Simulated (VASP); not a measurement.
# K (Im-3m) in VASP: further runs

Runs on K. Level: LDA. Tasks: single point.

Program: VASP 6.6.1. These are calculated values, not measurements. Logs are shortened: lines on timing, memory, paths and dates and some standing lists are left out, and cuts for length are marked.

**1. The cell of the first run**

It takes space group Im-3m (No. 229, cubic). Conventional cell: a = 5.236 Å, b = 5.236 Å, c = 5.236 Å, α = 90.00°, β = 90.00°, γ = 90.00°.

**2. Single point, LDA**

Input file INCAR:

```
SYSTEM = K
ALGO     = Normal         ! electronic algorithm
EDIFF    = 1E-6           ! SCF threshold, eV
ENCUT    = 520            ! plane-wave cutoff, eV
GGA      = CA             ! functional
ISIF     = 2              ! what is computed and relaxed
ISMEAR   = 0              ! smearing method
LASPH    = .True.         ! aspherical terms in the spheres
LCHARG   = .False.        ! write CHGCAR
LREAL    = .False.        ! projectors in reciprocal space
LWAVE    = .False.        ! write WAVECAR
NBANDS   = 10             ! bands
NELM     = 100            ! most SCF steps
PREC     = Accurate       ! precision mode
SIGMA    = 0.15           ! smearing width, eV
```

Input file KPOINTS:

```
k-points
0
Gamma
  14 14 14
  0 0 0
```

Input file POSCAR:

```
K
1.0
   -2.6180000000      2.6180000000      2.6180000000
    2.6180000000     -2.6180000000      2.6180000000
    2.6180000000      2.6180000000     -2.6180000000
K
1
Direct
    0.0000000000      0.0000000000      0.0000000000
```

Potentials or basis: VASP PAW LDA potentials, release 64 (K_sv).

On the command line:

```bash
> cat potpaw_LDA.64/K_sv/POTCAR > POTCAR
> mpirun -np 1 vasp_std > vasp.out
```

OUTCAR:

```text
SYSTEM = K
   EDIFF = 1E-6
   ENCUT = 520
   GGA = CA
   ISIF = 2
   ISMEAR = 0
   LASPH = .True.
   LREAL = .False.
   NELM = 100
   PREC = Accurate

 ion  position               nearest neighbor table
   1  0.000  0.000  0.000-

  LATTYP: Found a body centered cubic cell.
 ALAT       =     5.2360000000

  Lattice vectors:

 A1 = (  -2.6180000000,   2.6180000000,   2.6180000000)
 A2 = (   2.6180000000,  -2.6180000000,   2.6180000000)
 A3 = (   2.6180000000,   2.6180000000,  -2.6180000000)

Analysis of symmetry for initial positions (statically):
=====================================================================
 Subroutine PRICEL returns:
 Original cell was already a primitive cell.

 Routine SETGRP: Setting up the symmetry group for a
 body centered cubic supercell.

 Subroutine GETGRP returns: Found 48 space group operations
 (whereof 48 operations were pure point group operations)
 out of a pool of 48 trial point group operations.

The static configuration has the point symmetry O_h .

Analysis of symmetry for dynamics (positions and initial velocities):
=====================================================================
 Subroutine PRICEL returns:
 Original cell was already a primitive cell.

 Routine SETGRP: Setting up the symmetry group for a
 body centered cubic supercell.

 Subroutine GETGRP returns: Found 48 space group operations
 (whereof 48 operations were pure point group operations)
 out of a pool of 48 trial point group operations.

The dynamic configuration has the point symmetry O_h .

 Subroutine INISYM returns: Found 48 space group operations
 (whereof 48 operations are pure point group operations),
 and found     1 'primitive' translations

----------------------------------------------------------------------------------------

                                     Primitive cell

  volume of cell :      71.7743

  direct lattice vectors                    reciprocal lattice vectors
    -2.618000000  2.618000000  2.618000000     0.000000000  0.190985485  0.190985485
     2.618000000 -2.618000000  2.618000000     0.190985485  0.000000000  0.190985485
     2.618000000  2.618000000 -2.618000000     0.190985485  0.190985485  0.000000000

  length of vectors
     4.534509014  4.534509014  4.534509014     0.270094263  0.270094263  0.270094263

  position of ions in fractional coordinates (direct lattice)
     0.000000000  0.000000000  0.000000000

  ion indices of the primitive-cell ions
   primitive index   ion index
                 1           1

----------------------------------------------------------------------------------------

 KPOINTS: k-points

Automatic generation of k-mesh.
 Grid dimensions read from file:
 generate k-points for:   14   14   14

 Generating k-lattice:

  Cartesian coordinates                     Fractional coordinates (reciprocal lattice)
     0.000000000  0.013641820  0.013641820     0.071428571  0.000000000  0.000000000
     0.013641820  0.000000000  0.013641820     0.000000000  0.071428571  0.000000000
     0.013641820  0.013641820  0.000000000     0.000000000  0.000000000  0.071428571

  Length of vectors
     0.019292447  0.019292447  0.019292447

  Shift w.r.t. Gamma in fractional coordinates (k-lattice)
     0.000000000  0.000000000  0.000000000

 Subroutine IBZKPT returns following result:
 ===========================================

 Found    104 irreducible k-points:

 Following reciprocal coordinates:
            Coordinates               Weight
  0.000000  0.000000  0.000000      1.000000
  0.071429  0.000000  0.000000     12.000000
  0.142857  0.000000  0.000000     12.000000
  0.214286  0.000000  0.000000     12.000000
  0.285714  0.000000  0.000000     12.000000
  0.357143  0.000000  0.000000     12.000000
[... 16 lines left out ...]
  0.285714  0.285714  0.000000     24.000000
  0.357143  0.285714  0.000000     24.000000
 [... further k-points ...]
   k-points           NKPTS =    104   k-points in BZ     NKDIM =    104   number of bands    NBANDS=     10
   number of dos      NEDOS =    301   number of ions     NIONS =      1
   total plane-waves  NPLWV =  46656
   dimension x,y,z NGX =    36 NGY =   36 NGZ =   36
   dimension x,y,z NGXF=    72 NGYF=   72 NGZF=   72
   ions per type =               1
   NGX,Y,Z   is equivalent  to a cutoff of  13.20, 13.20, 13.20 a.u.
   NGXF,Y,Z  is equivalent  to a cutoff of  26.40, 26.40, 26.40 a.u.
 SYSTEM =  K
   PREC   = accura    normal or accurate (medium, high low for compatibility)
   ISTART =      0    job   : 0-new  1-cont  2-samecut
   ICHARG =      2    charge: 1-file 2-atom 10-const
   ISPIN  =      1    spin polarized calculation?
   LNONCOLLINEAR =      F non collinear calculations
   LSORBIT =      F    spin-orbit coupling
   LASPH  =      T    aspherical Exc in radial PAW
   ENCUT  =  520.0 eV  38.22 Ry    6.18 a.u.   8.43  8.43  8.43*2*pi/ulx,y,z
   NELM   =    100;   NELMIN=  2; NELMDL= -5     # of ELM steps
   EDIFF  = 0.1E-05   stopping-criterion for ELM
   LREAL  =      F    real-space projection
   EDIFFG = 0.1E-04   stopping-criterion for IOM
   NSW    =      0    number of steps for IOM
   IBRION =     -1    ionic relax: 0-MD 1-quasi-New 2-CG
   NFREE  =      0    steps in history (QN), initial steepest desc. (CG)
   ISIF   =      2    stress and relaxation
   ISYM   =      2    0-nonsym 1-usesym 2-fastsym
   POTIM  = 0.5000    time-step for ionic-motion
   TEBEG  =    0.0;   TEEND  =   0.0 temperature during run
   PSTRESS=    0.0 pullay stress
   NELECT =       9.0000    total number of electrons
   NUPDOWN=      -1.0000    fix difference up-down
   EMIN   =  10.00;   EMAX   =-10.00  energy-range for DOS
   EFERMI =   0.00;   METHOD = LEGACY
   ISMEAR =     0;   SIGMA  =   0.15  broadening in eV -4-tet -1-fermi 0-gaus
   EFERMI_NEDOS =   21; number of points for ismear=-14 and -15
   IALGO  =     38    algorithm
   IMIX   =      4    mixing-type and parameters
     AMIX     =   0.40;   BMIX     =  1.00
     AMIX_MAG =   1.60;   BMIX_MAG =  1.00
  volume/ion in A,a.u.               =      71.77       484.36
  Fermi-wavevector in a.u.,A,eV,Ry     =   0.819406  1.548454  9.135317  0.671427
  Thomas-Fermi vector in A             =   1.930206
   LORBIT       =      0    0 simple, 1 ext, 2 COOP (PROOUT), +10 PAW based schemes
   GGA     = CA    functional components
   LHFCALC =     F    Hartree Fock is set to
   AEXX    =    0.0000 exact exchange contribution
   IVDW    =     0    specifies the selected vdW correction
   LEPSILON=     F    determine dielectric tensor
   LRPA    =     F    only Hartree local field effects (RPA)
 non-spin polarized calculation
 Gauss-broadening in eV      SIGMA  =   0.15
  energy-cutoff  :      520.00
  volume of cell :       71.77
 maximum number of plane-waves:      1961
 NGX is ok and might be reduce to    36
   NGX = 17   NGY = 17   NGZ = 17

 number of electron       9.0000001 magnetization

 Free energy of the ion-electron system (eV)
  ---------------------------------------------------
  ext. energy  EPLUGINS =         0.00000000
  ---------------------------------------------------
  free energy    TOTEN  =        -1.15858922 eV

  energy without entropy =       -1.14992701  energy(sigma->0) =       -1.15425811

 E-fermi :  -0.2561     XC(G=0):  -5.9327

 val. band max:       -0.2765756906   @ k =   0.2857   0.2143   0.0000
 cond. band min:      -0.2378129666   @ k =   0.3571   0.0714   0.0714
 fundamental gap:      0.0387627239
 Fermi energy:        -0.2561092196

 k-point     1 :       0.0000    0.0000    0.0000
  band No.  band energies     occupation
      1     -32.0616      2.00000
      2     -15.7396      2.00000
      3     -15.7396      2.00000
      4     -15.7396      2.00000
      5      -2.4561      2.00000
      6       3.9242      0.00000
      7       3.9242      0.00000
      8       3.9242      0.00000
      9       4.8749      0.00000
     10       4.8749      0.00000

 k-point     2 :       0.0714    0.0000    0.0000
  band No.  band energies     occupation
      1     -32.0614      2.00000
      2     -15.7435      2.00000
      3     -15.7409      2.00000
      4     -15.7396      2.00000
      5      -2.3909      2.00000
      6       3.8427      0.00000
      7       3.8445      0.00000
      8       3.9767      0.00000
      9       4.7556      0.00000
     10       4.8613      0.00000

 k-point     3 :       0.1429    0.0000    0.0000
  band No.  band energies     occupation
      1     -32.0607      2.00000
      2     -15.7543      2.00000
      3     -15.7445      2.00000
      4     -15.7396      2.00000
      5      -2.1976      2.00000
      6       3.5149      0.00000
      7       3.6447      0.00000
      8       4.1328      0.00000
      9       4.6317      0.00000
     10       4.8371      0.00000

 k-point     4 :       0.2143    0.0000    0.0000
  band No.  band energies     occupation
      1     -32.0597      2.00000
      2     -15.7698      2.00000
      3     -15.7497      2.00000
      4     -15.7395      2.00000
      5      -1.8829      2.00000
      6       2.9669      0.00000
      7       3.3999      0.00000
      8       4.3893      0.00000
      9       4.6517      0.00000
     10       4.8368      0.00000

 k-point     5 :       0.2857    0.0000    0.0000
  band No.  band energies     occupation
      1     -32.0586      2.00000
      2     -15.7869      2.00000
      3     -15.7554      2.00000
      4     -15.7395      2.00000
      5      -1.4580      2.00000
      6       2.3361      0.00000
      7       3.1690      0.00000
      8       4.7046      0.00000
      9       4.7404      0.00000
     10       4.8909      0.00000

 k-point     6 :       0.3571    0.0000    0.0000
  band No.  band energies     occupation
      1     -32.0576      2.00000
      2     -15.8022      2.00000
      3     -15.7606      2.00000
      4     -15.7395      2.00000
      5      -0.9394      2.00000
      6       1.6785      0.00000
      7       2.9867      0.00000
      8       4.6790      0.00000
      9       5.0165      0.00000
     10       5.1782      0.00000
[... 183 lines left out ...]
 k-point    21 :       0.2857    0.2143    0.0000
  band No.  band energies     occupation
      1     -32.0567      2.00000
      2     -15.8033      2.00000
      3     -15.7712      2.00000
      4     -15.7471      2.00000
      5      -0.2766      1.15301
      6       1.5289      0.00000
      7       2.2047      0.00000
      8       4.3982      0.00000
      9       4.7845      0.00000
     10       5.3894      0.00000

 k-point    22 :       0.3571    0.2143   -0.0000
  band No.  band energies     occupation
      1     -32.0563      2.00000
      2     -15.8054      2.00000
      3     -15.7763      2.00000
      4     -15.7475      2.00000
      5       0.3216      0.00000
      6       0.9498      0.00000
      7       2.0820      0.00000
      8       4.2398      0.00000
      9       5.0080      0.00000
     10       5.2817      0.00000

 k-point    23 :       0.2857    0.2857    0.0000
  band No.  band energies     occupation
      1     -32.0562      2.00000
      2     -15.8012      2.00000
      3     -15.7806      2.00000
      4     -15.7486      2.00000
      5       0.2819      0.00000
      6       1.3130      0.00000
      7       1.7249      0.00000
      8       4.2805      0.00000
      9       4.8374      0.00000
     10       5.2694      0.00000

 k-point    24 :       0.3571    0.2857    0.0000
  band No.  band energies     occupation
      1     -32.0561      2.00000
      2     -15.7981      2.00000
      3     -15.7864      2.00000
      4     -15.7490      2.00000
      5       0.8440      0.00000
      6       0.8852      0.00000
      7       1.5391      0.00000
      8       4.2246      0.00000
      9       4.9694      0.00000
     10       5.1058      0.00000

 [... further k-points ...]

------------------------ aborting loop because EDIFF is reached ----------------------------------------

  FORCE on cell =-STRESS in cart. coord.  units (eV):
  Direction    XX          YY          ZZ          XY          YZ          ZX
  --------------------------------------------------------------------------------------
  -------------------------------------------------------------------------------------
  Total       -0.1871441     -0.1871441     -0.1871441      0.0000000     -0.0000000      0.0000000
  in kB       -4.1775125     -4.1775125     -4.1775125      0.0000000     -0.0000000      0.0000000
  external PRESSURE =      -4.1775125 kB  Pullay stress =       0.0000000 kB

 VOLUME and BASIS-vectors are now :
 -----------------------------------------------------------------------------
  energy-cutoff  :      520.00
  volume of cell :       71.77
      direct lattice vectors                 reciprocal lattice vectors
    -2.618000000  2.618000000  2.618000000     0.000000000  0.190985485  0.190985485
     2.618000000 -2.618000000  2.618000000     0.190985485  0.000000000  0.190985485
     2.618000000  2.618000000 -2.618000000     0.190985485  0.190985485  0.000000000

 POSITION                                       TOTAL-FORCE (eV/Angst)
 -----------------------------------------------------------------------------------
      0.00000      0.00000      0.00000        -0.000000      0.000000     -0.000000
 -----------------------------------------------------------------------------------
    total drift:                               -0.000000      0.000000      0.000000

  FREE ENERGIE OF THE ION-ELECTRON SYSTEM (eV)
  ---------------------------------------------------
  free  energy   TOTEN  =        -1.1585892206 eV

  energy  without entropy=       -1.1499270052  energy(sigma->0) =       -1.15425811
```

It took 44 s on 1 thread of Intel Xeon Platinum 8488C (Sapphire Rapids), shared host; peak memory 0.21 GiB.

What came out:

```yaml
Free_energy: -1.1586 eV
Pressure: -0.4 GPa
Band_gap_on_the_k_mesh: zero (an odd number of electrons rules out a gap without spin polarisation)
```

(Continued in part 2 of 2.)
